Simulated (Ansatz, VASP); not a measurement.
One calculation of MgO, two programs

```
Mg O
1.0
     3.11980    0.00000    0.00000
    -1.55990    2.70183    0.00000
     0.00000    0.00000    5.78348
Mg O
2 2
Direct
  0.33333 0.66667 0.99656
  0.66667 0.33333 0.49656
  0.33333 0.66667 0.39828
  0.66667 0.33333 0.89828
```

Alike in both runs: task single point; functional PBE; k mesh 9 × 9 × 6; occupations gaussian, width 0.05 eV; no spin polarisation.

|  | VASP | Ansatz |
| --- | --- | --- |
| version | VASP 6.6.1 | Ansatz 0.2.0 |
| potentials or method | VASP PAW PBE potentials, release 64 (Mg, O), cutoff 520 eV | scalar-relativistic, plane waves, PAW |
| valence electrons in the cell | 16 | 32 |

```csv
,VASP,Ansatz,Ansatz less VASP
gap on the k mesh at the Fermi level (eV),3.42,3.44,+0.019
least direct gap on the mesh (eV),3.42,3.44,+0.019
pressure (GPa),8.2,8.4,+0.26
"traceless stress, the component that is largest in VASP (GPa)",-22.01,-21.71,+0.300
rms of the force components (eV/Å),0.592,0.586,-0.0066
```

Atom by atom the forces differ by 0.007 eV/Å (rms over components). With one functional, cell and mesh, what is left measures potentials, basis and numerics. VASP's potentials hold 16 valence electrons a cell and Ansatz's 32, so a difference there can come from the potentials and not from the codes.
